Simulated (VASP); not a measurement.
# ZnS (P1) in VASP: further runs, part 2 of 2

VASP 6.6.1. The steps go on from the part before.

## (3) Single point, r2SCAN (atom 1 (Zn) moved by (-0.225, -0.225) A along [1 1 0] and z)

File POSCAR:

```
ZnS
1.0
    3.8109987816      0.0000000000      0.0000000000
   -1.9054993908      3.3004217586      0.0000000000
    0.0000000000      0.0000000000      6.2340000000
Zn S
2 2
Direct
    0.2674831703      0.6184610016     -0.0360923965
    0.6666666667      0.3333333333      0.5000000000
    0.3333333333      0.6666666667      0.3850000000
    0.6666666667      0.3333333333      0.8850000000
```

File INCAR.step1:

```
PREC = Accurate ; ENCUT = 520
ISMEAR = 0 ; SIGMA = 0.05
LREAL = False ; LASPH = True
NELM = 60 ; NBANDS = 26
GGA = PE ; ALGO = Normal
EDIFF = 1E-4 ; LWAVE = True
LCHARG = False
```

File INCAR.step2:

```
PREC = Accurate ; ENCUT = 520
EDIFF = 1E-6 ; ISMEAR = 0
SIGMA = 0.05 ; LREAL = False
LASPH = True ; NELM = 60
ALGO = Normal ; ISIF = 2
LWAVE = False ; LCHARG = True
METAGGA = R2SCAN ; LMIXTAU = True
LELF = True ; LVHAR = True
NBANDS = 26 ; ISTART = 1
```

File KPOINTS:

```
Automatic mesh
0
Gamma
  6 6 4
```

Potentials or basis: VASP PAW PBE potentials, release 64 (Zn, S).

The run is started by

```console
cat potpaw_PBE.64/Zn/POTCAR potpaw_PBE.64/S/POTCAR > POTCAR
cp INCAR.step1 INCAR
mpirun -np 1 vasp_std > vasp.out
cp INCAR.step2 INCAR
mpirun -np 1 vasp_std > vasp.out
```

OUTCAR:

```text
PREC = Accurate
   ENCUT = 520
   EDIFF = 1E-6
   ISMEAR = 0
   LREAL = False
   LASPH = True
   NELM = 60
   ISIF = 2
   METAGGA = R2SCAN
   ISTART = 1

 ion  position               nearest neighbor table
   1  0.267  0.618  0.964-   4 2.04   4 2.32   4 2.42   3 2.63
   2  0.667  0.333  0.500-   3 2.31   3 2.31   3 2.31   4 2.40
   3  0.333  0.667  0.385-   2 2.31   2 2.31   2 2.31   1 2.63
   4  0.667  0.333  0.885-   1 2.04   1 2.32   2 2.40   1 2.42

  LATTYP: Found a hexagonal cell.
 ALAT       =     3.8109987816
 C/A-ratio  =     1.6357916539

  Lattice vectors:

 A1 = (   3.8109987816,   0.0000000000,   0.0000000000)
 A2 = (  -1.9054993908,   3.3004217586,   0.0000000000)
 A3 = (   0.0000000000,   0.0000000000,   6.2340000000)

Analysis of symmetry for initial positions (statically):
=====================================================================
 Subroutine PRICEL returns:
 Original cell was already a primitive cell.

 Routine SETGRP: Setting up the symmetry group for a
 hexagonal supercell.

 Subroutine GETGRP returns: Found  1 space group operations
 (whereof  1 operations were pure point group operations)
 out of a pool of 24 trial point group operations.

The static configuration has the point symmetry C_1 .

Analysis of symmetry for dynamics (positions and initial velocities):
=====================================================================
 Subroutine PRICEL returns:
 Original cell was already a primitive cell.

 Routine SETGRP: Setting up the symmetry group for a
 hexagonal supercell.

 Subroutine GETGRP returns: Found  1 space group operations
 (whereof  1 operations were pure point group operations)
 out of a pool of 24 trial point group operations.

The dynamic configuration has the point symmetry C_1 .

 Subroutine INISYM returns: Found  1 space group operations
[... 111 lines left out ...]
   PSTRESS=    0.0 pullay stress
   NELECT =      36.0000    total number of electrons
   NUPDOWN=      -1.0000    fix difference up-down
   EMIN   =  10.00;   EMAX   =-10.00  energy-range for DOS
   EFERMI =   0.00;   METHOD = LEGACY
   ISMEAR =     0;   SIGMA  =   0.05  broadening in eV -4-tet -1-fermi 0-gaus
   EFERMI_NEDOS =   21; number of points for ismear=-14 and -15
   IALGO  =     38    algorithm
   IMIX   =      4    mixing-type and parameters
     AMIX     =   0.40;   BMIX     =  1.00
     AMIX_MAG =   1.60;   BMIX_MAG =  1.00
  volume/ion in A,a.u.               =      19.60       132.29
  Fermi-wavevector in a.u.,A,eV,Ry     =   1.262944  2.386617 21.701656  1.595027
  Thomas-Fermi vector in A             =   2.396326
   LORBIT       =      0    0 simple, 1 ext, 2 COOP (PROOUT), +10 PAW based schemes
   METAGGA = R2SCAN    functional components
   LHFCALC =     F    Hartree Fock is set to
   AEXX    =    0.0000 exact exchange contribution
   IVDW    =     0    specifies the selected vdW correction
   LEPSILON=     F    determine dielectric tensor
   LRPA    =     F    only Hartree local field effects (RPA)
 non-spin polarized calculation
 Gauss-broadening in eV      SIGMA  =   0.05
  energy-cutoff  :      520.00
  volume of cell :       78.41
 maximum number of plane-waves:      2133
   NGX = 15   NGY = 15   NGZ = 23

 number of electron      35.9999996 magnetization

 Free energy of the ion-electron system (eV)
  ---------------------------------------------------
  ext. energy  EPLUGINS =         0.00000000
  ---------------------------------------------------
  free energy    TOTEN  =       -37.21421639 eV

  energy without entropy =      -37.21421639  energy(sigma->0) =      -37.21421639

 E-fermi :   2.2622     XC(G=0): -10.2956

 val. band max:        1.9941555342   @ k =   0.0000   0.0000   0.0000
 cond. band min:       4.6367230117   @ k =   0.0000   0.0000   0.0000
 fundamental gap:      2.6425674775
 Fermi energy:         2.2622465027

 k-point     1 :       0.0000    0.0000    0.0000
  band No.  band energies     occupation
      1     -12.1394      2.00000
      2     -10.8027      2.00000
      3      -5.3241      2.00000
      4      -5.1303      2.00000
      5      -4.7559      2.00000
      6      -4.5410      2.00000
[... 685 lines left out ...]
     25      10.3820      0.00000
     26      10.7931      0.00000

 [... further k-points ...]
[... 5 lines left out ...]
  --------------------------------------------------------------------------------------
  -------------------------------------------------------------------------------------
  Total        4.0381884      0.7981092     -0.5852891      2.0560324      0.6521277      1.0655314
  in kB       82.5129500     16.3078921    -11.9593063     42.0112394     13.3250290     21.7721739
  external PRESSURE =      28.9538453 kB  Pullay stress =       0.0000000 kB

 VOLUME and BASIS-vectors are now :
 -----------------------------------------------------------------------------
  energy-cutoff  :      520.00
  volume of cell :       78.41
      direct lattice vectors                 reciprocal lattice vectors
     3.810998782  0.000000000  0.000000000     0.262398405  0.151495789  0.000000000
    -1.905499391  3.300421759  0.000000000     0.000000000  0.302991579  0.000000000
     0.000000000  0.000000000  6.234000000     0.000000000  0.000000000  0.160410651

 POSITION                                       TOTAL-FORCE (eV/Angst)
 -----------------------------------------------------------------------------------
     -0.15910      2.04118      6.00900         2.499364      1.690687      1.529234
      1.90550      1.10014      3.11700         0.009028      0.007354     -0.079093
     -0.00000      2.20028      2.40009        -0.046338     -0.062121     -0.549709
      1.90550      1.10014      5.51709        -2.462054     -1.635920     -0.900431
 -----------------------------------------------------------------------------------
    total drift:                               -0.018139      0.006163     -0.005894

  FREE ENERGIE OF THE ION-ELECTRON SYSTEM (eV)
  ---------------------------------------------------
  free  energy   TOTEN  =       -37.2142163857 eV

  energy  without entropy=      -37.2142163857  energy(sigma->0) =      -37.21421639
```

OUTCAR.step1:

```text
PREC = Accurate
   ENCUT = 520
   ISMEAR = 0
   LREAL = False
   LASPH = True
[... 924 lines left out ...]
     -0.15910      2.04118      6.00900         2.489502      1.681342      1.530327
      1.90550      1.10014      3.11700         0.005112      0.008859     -0.061958
     -0.00000      2.20028      2.40009        -0.046607     -0.056476     -0.596801
      1.90550      1.10014      5.51709        -2.448007     -1.633725     -0.871568
 -----------------------------------------------------------------------------------
    total drift:                                0.000623      0.002652      0.002909

  FREE ENERGIE OF THE ION-ELECTRON SYSTEM (eV)
  ---------------------------------------------------
  free  energy   TOTEN  =       -13.1673819818 eV

  energy  without entropy=      -13.1673819818  energy(sigma->0) =      -13.16738198
```

OSZICAR.step1:

```text
N       E                     dE             d eps       ncg     rms          rms(c)
DAV:   1     0.247137439946E+03    0.24714E+03   -0.17096E+04  3952   0.167E+03
DAV:   2     0.108943619458E+02   -0.23624E+03   -0.22604E+03  4034   0.351E+02
DAV:   3    -0.135173540476E+02   -0.24412E+02   -0.24166E+02  4770   0.113E+02
DAV:   4    -0.141196330213E+02   -0.60228E+00   -0.60094E+00  4566   0.177E+01
DAV:   5    -0.141290249551E+02   -0.93919E-02   -0.93890E-02  4858   0.219E+00    0.107E+01
DAV:   6    -0.131838909729E+02    0.94513E+00   -0.18192E+00  5916   0.406E+01    0.815E+00
DAV:   7    -0.131749013483E+02    0.89896E-02   -0.14099E+00  4254   0.706E+00    0.362E+00
DAV:   8    -0.131665531756E+02    0.83482E-02   -0.51341E-02  5174   0.249E+00    0.104E+00
DAV:   9    -0.131669325029E+02   -0.37933E-03   -0.12889E-02  5022   0.160E+00    0.244E-01
DAV:  10    -0.131671723037E+02   -0.23980E-03   -0.15128E-03  4464   0.482E-01    0.111E-01
DAV:  11    -0.131673748177E+02   -0.20251E-03   -0.33062E-04  3822   0.268E-01    0.635E-02
DAV:  12    -0.131673819818E+02   -0.71641E-05   -0.72077E-05  2586   0.143E-01
   1 F= -.13167382E+02 E0= -.13167382E+02  d E =-.963608E-13
```

Run time: 3.6 min. Hardware: 1 thread of Intel Xeon 6975P-C (Granite Rapids), shared host; peak memory 0.27 GiB.

What came out:

| Property | Result |
| --- | --- |
| Free energy | -37.2142 eV |
| Pressure | 2.9 GPa |
| Largest force | 3.383 eV/Å |
| Band gap on the k mesh | 2.64 eV |

Forces on the atoms (eV/Å):
```
Zn   2.499  1.691  1.529
Zn   0.009  0.007 -0.079
S   -0.046 -0.062 -0.550
S   -2.462 -1.636 -0.900
```

Caveat: the cell differs from its parent crystal (atom 1 (Zn) moved by (-0.225, -0.225) A along [1 1 0] and z); the stress differs along the axes, from -1 to 8 GPa; the PAW data sets were made with another functional, which shifts forces and pressure a little.

## (4) Single point, r2SCAN (atom 1 (Zn) moved by (-0.225, +0.225) A along [1 1 0] and z)

POSCAR, as its differences from that of step 3:

```diff
@@ -8,3 +8,3 @@
 Direct
-    0.2674831703      0.6184610016     -0.0360923965
+    0.2674831703      0.6184610016      0.0360923965
     0.6666666667      0.3333333333      0.5000000000
```

File INCAR.step1:

```
SYSTEM = ZnS
PREC     = Accurate       ! precision mode
ENCUT    = 520            ! plane-wave cutoff, eV
ISMEAR   = 0              ! smearing method
SIGMA    = 0.05           ! smearing width, eV
LREAL    = .FALSE.        ! projectors in reciprocal space
LASPH    = .TRUE.         ! aspherical terms in the spheres
NELM     = 80             ! most SCF steps
NBANDS   = 26             ! bands
GGA      = PE             ! functional
ALGO     = Normal         ! electronic algorithm
EDIFF    = 1E-4           ! SCF threshold, eV
LWAVE    = .TRUE.         ! write WAVECAR
LCHARG   = .FALSE.        ! write CHGCAR
```

File INCAR.step2:

```
SYSTEM = ZnS
PREC     = Accurate       ! precision mode
ENCUT    = 520            ! plane-wave cutoff, eV
EDIFF    = 1E-6           ! SCF threshold, eV
ISMEAR   = 0              ! smearing method
SIGMA    = 0.05           ! smearing width, eV
LREAL    = .FALSE.        ! projectors in reciprocal space
LASPH    = .TRUE.         ! aspherical terms in the spheres
NELM     = 80             ! most SCF steps
ALGO     = Normal         ! electronic algorithm
ISIF     = 2              ! what is computed and relaxed
LWAVE    = .FALSE.        ! write WAVECAR
LCHARG   = .TRUE.         ! write CHGCAR
METAGGA  = R2SCAN         ! meta-GGA
LMIXTAU  = .TRUE.       
LELF     = .TRUE.         ! ELF
LVHAR    = .TRUE.       
NBANDS   = 26             ! bands
ISTART   = 1
```

File KPOINTS:

```
Automatic mesh
0
G
  6 6 4
  0 0 0
```

The run is started by

```console
cat potpaw_PBE.64/Zn/POTCAR potpaw_PBE.64/S/POTCAR > POTCAR
cp INCAR.step1 INCAR
mpirun -np 1 vasp_std > vasp.out
cp INCAR.step2 INCAR
mpirun -np 1 vasp_std > vasp.out
```

It took 4 min on 1 thread of Intel Xeon 6975P-C (Granite Rapids), shared host; peak memory 0.27 GiB.

It converged, with:

```
Free energy            : -37.4480 eV
Pressure               : 1.4 GPa
Largest force          : 1.802 eV/Å
Band gap on the k mesh : 2.44 eV
```

Forces in eV/Å, atoms in the order of the input:
```
Zn   0.949  0.631 -1.396
Zn   0.030  0.030  0.762
S    0.042  0.017  0.818
S   -1.021 -0.678 -0.185
```

Stress tensor (GPa, compression positive):
```
 1.53  1.42  1.91
 1.42 -0.38  1.25
 1.91  1.25  3.01
```

Levels at points of the mesh, in eV from the valence-band top:
```
           k point  band 15  band 16  band 17  band 18  band 19  band 20  band 21  band 22
(0.00, 0.00, 0.00)    -1.24    -0.46    -0.18     0.00     2.44     3.47     6.32     6.58
(0.50, 0.00, 0.00)    -3.55    -2.66    -2.23    -0.93     3.73     4.81     5.23     6.96
(0.00, 0.50, 0.00)    -3.58    -2.70    -1.93    -0.94     3.59     4.51     5.07     6.97
(0.50, 0.50, 0.00)    -3.62    -2.67    -2.02    -0.90     3.60     4.59     5.07     7.01
(0.00, 0.00, 0.50)    -1.15    -1.11    -0.59    -0.16     3.47     4.30     6.52     6.65
(0.50, 0.00, 0.50)    -2.33    -2.23    -1.76    -1.38     3.45     3.89     5.15     6.05
(0.00, 0.50, 0.50)    -2.35    -2.15    -1.75    -1.36     3.44     3.73     5.22     5.58
(0.50, 0.50, 0.50)    -2.34    -2.22    -1.78    -1.28     3.47     3.76     5.20     5.63
```

Caveat: the cell differs from its parent crystal (atom 1 (Zn) moved by (-0.225, +0.225) A along [1 1 0] and z); the PAW data sets were made with another functional, which shifts forces and pressure a little.

## (5) Single point, r2SCAN (atom 1 (Zn) moved by (+0.225, -0.225) A along [1 1 0] and z)

POSCAR, as its differences from that of step 4:

```diff
@@ -8,3 +8,3 @@
 Direct
-    0.2674831703      0.6184610016      0.0360923965
+    0.3991834964      0.7148723317     -0.0360923965
     0.6666666667      0.3333333333      0.5000000000
```

File INCAR.step1:

```
ALGO = Normal
EDIFF = 1E-4
ENCUT = 520
GGA = PE
ISMEAR = 0
LASPH = True
LCHARG = False
LREAL = False
LWAVE = True
NBANDS = 26
NELM = 60
PREC = Accurate
SIGMA = 0.05
```

File INCAR.step2:

```
ALGO = Normal
EDIFF = 1E-6
ENCUT = 520
ISIF = 2
ISMEAR = 0
ISTART = 1
LASPH = True
LCHARG = False
LMIXTAU = True
LREAL = False
LWAVE = False
METAGGA = R2SCAN
NBANDS = 26
NELM = 60
PREC = Accurate
SIGMA = 0.05
```

File KPOINTS:

```
k-points
0
Gamma
  6 6 4
```

The run is started by

```console
cat potpaw_PBE.64/Zn/POTCAR potpaw_PBE.64/S/POTCAR > POTCAR
cp INCAR.step1 INCAR
mpirun -np 1 vasp_std > vasp.out
cp INCAR.step2 INCAR
mpirun -np 1 vasp_std > vasp.out
```

Run time: 4 min. Hardware: 1 thread of Intel Xeon 6975P-C (Granite Rapids), shared host; peak memory 0.27 GiB.

Results (log left out):

| Property | Result |
| --- | --- |
| Free energy | -37.3014 eV |
| Pressure | 2.5 GPa |
| Largest force | 2.348 eV/Å |
| Band gap on the k mesh | 2.66 eV |

Forces in eV/Å, atoms in the order of the input:
```
Zn  -0.861 -1.663  1.416
Zn  -0.010 -0.010 -0.079
S    0.073  0.058 -0.545
S    0.799  1.615 -0.792
```

Stress tensor (GPa, compression positive):
```
 1.13 -2.29 -0.49
-2.29  7.52 -1.33
-0.49 -1.33 -1.30
```

Levels at points of the mesh, in eV from the valence-band top:
```csv
k point,band 16,band 17,band 18,band 19,band 20,band 21
"(0.00, 0.00, 0.00)",-0.09,-0.05,0.00,2.66,3.34,6.24
"(0.50, 0.00, 0.00)",-2.65,-1.34,-1.18,3.37,4.73,5.48
"(0.00, 0.50, 0.00)",-2.53,-1.60,-1.14,3.85,4.77,5.33
"(0.50, 0.50, 0.00)",-2.48,-1.52,-1.12,3.69,4.74,5.33
"(0.00, 0.00, 0.50)",-0.60,-0.24,-0.21,3.52,4.20,6.28
"(0.50, 0.00, 0.50)",-1.73,-1.50,-1.25,3.54,4.21,4.92
"(0.00, 0.50, 0.50)",-1.70,-1.49,-1.28,3.83,4.07,5.26
"(0.50, 0.50, 0.50)",-1.68,-1.49,-1.28,3.83,3.98,5.15
```

Caveat: the cell differs from its parent crystal (atom 1 (Zn) moved by (+0.225, -0.225) A along [1 1 0] and z); the stress differs along the axes, from -1 to 8 GPa; the PAW data sets were made with another functional, which shifts forces and pressure a little.

## (6) Overview

```tsv
cell	gap on the mesh (eV)	pressure (GPa)	largest force (eV/Å)
as given, atomic positions A	2.38	2.4	1.76
as given, atomic positions B	2.64	2.9	3.38
as given, atomic positions C	2.44	1.4	1.80
as given, atomic positions D	2.66	2.5	2.35
```

Alike in all rows: task single point; level r2SCAN; potentials or basis VASP PAW PBE potentials, release 64 (Zn, S); no spin polarisation; k mesh 6 × 6 × 4; cutoff (eV) 520; smearing gaussian 0.05 eV.

Caveats: the PAW data sets were made with another functional, which shifts forces and pressure a little; the stress differs along the axes, from -1 to 8 GPa (at least some runs).

Absolute energies hang on the potentials; compare differences alone.
